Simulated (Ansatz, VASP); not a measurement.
# Fe in VASP and in Ansatz

```
Fe
1.0
     2.43416    0.00000    0.00000
    -1.21708    2.10804    0.00000
     0.00000    0.00000    3.91877
Fe
2
Direct
  0.33333 0.66667 0.25000
  0.66667 0.33333 0.75000
```

Change from the starting cell: zz strain of +2 %, PAW files.

Alike in both runs: task electric field gradients; functional PBE; k mesh 17 × 17 × 10; occupations fermi-dirac, width 0.08 eV; no spin polarisation.

|  | VASP | Ansatz |
| --- | --- | --- |
| version | VASP 6.6.1 | Ansatz 0.2.0 |
| potentials or method | VASP PAW PBE potentials, release 64 (Fe) | PAW with Ansatz's default frozen-core files, scalar-relativistic |
| plane-wave cutoff (eV) | 520 | 420 |
| valence electrons in the cell | 16 | 32 |

|  | VASP | Ansatz | Ansatz less VASP |
| --- | --- | --- | --- |
| pressure (GPa) | 3.8 | 4.5 | +0.72 |
| traceless stress, the component that is largest in VASP (GPa) | -5.44 | -5.49 | -0.051 |
| size of Vzz on the site where it differs most (V/Å²) | 2.6 | 1.5 | -1.09 |

VASP's potentials hold 16 valence electrons a cell and Ansatz's 32, so a difference there can come from the potentials and not from the codes.
